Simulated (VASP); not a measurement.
Wanted: the native input for a VASP 6.6.1 run.

| Item | Value |
| --- | --- |
| Task | single point |
| Functional | PBE |
| Potentials or basis | VASP PAW PBE potentials, release 64 (Ba_sv, Te) |
| Cutoff | 520 eV |
| k mesh | 4 × 4 × 4 |
| Occupations | gaussian, width 0.01 eV |
| Spin | no spin polarisation |
| Dipole correction | no |
| Further INCAR settings | ALGO = Normal; EDIFF = 1e-07; NBANDS = 15 |

The structure of BaTe lies in POSCAR:

```
BaTe
1.0
    0.0000000000      3.7090061875      3.7090061875
    3.7090061875      0.0000000000      3.7090061875
    3.7090061875      3.7090061875      0.0000000000
Ba Te
1 1
Direct
    0.0000000000      0.0000000000      0.0000000000
    0.5000000000      0.5000000000      0.5000000000
```

This cell differs from its parent crystal: strain +5.0%.

These files were run (other wordings do the same):

INCAR

```
SYSTEM = BaTe
PREC = Accurate
ENCUT = 520
EDIFF = 1E-7
ISMEAR = 0
SIGMA = 0.01
LREAL = .FALSE.
LASPH = .TRUE.
NELM = 80
ALGO = Normal
ISIF = 2
LWAVE = .FALSE.
LCHARG = .FALSE.
GGA = PE
NBANDS = 15
```

KPOINTS

```
Automatic mesh
0
G
  4 4 4
  0 0 0
```

Potentials or basis: VASP PAW PBE potentials, release 64 (Ba_sv, Te).

Run with:

```console
$ cat potpaw_PBE.64/Ba_sv/POTCAR potpaw_PBE.64/Te/POTCAR > POTCAR
$ mpirun -np 1 vasp_std > vasp.out
```

Results of the run:

The pressure is -2.8 GPa and the band gap on the k mesh is 1.81 eV, indirect (least direct gap 2.18 eV).

Caveat: the cell differs from its parent crystal (strain +5.0%); spin-orbit coupling is left out, which moves the levels of the heavy elements.

It took 15 s on 1 thread of Intel(R) Xeon(R) Platinum 8375C CPU @ 2.90GHz (Ice Lake) (shared host), peak memory 0.23 GiB.
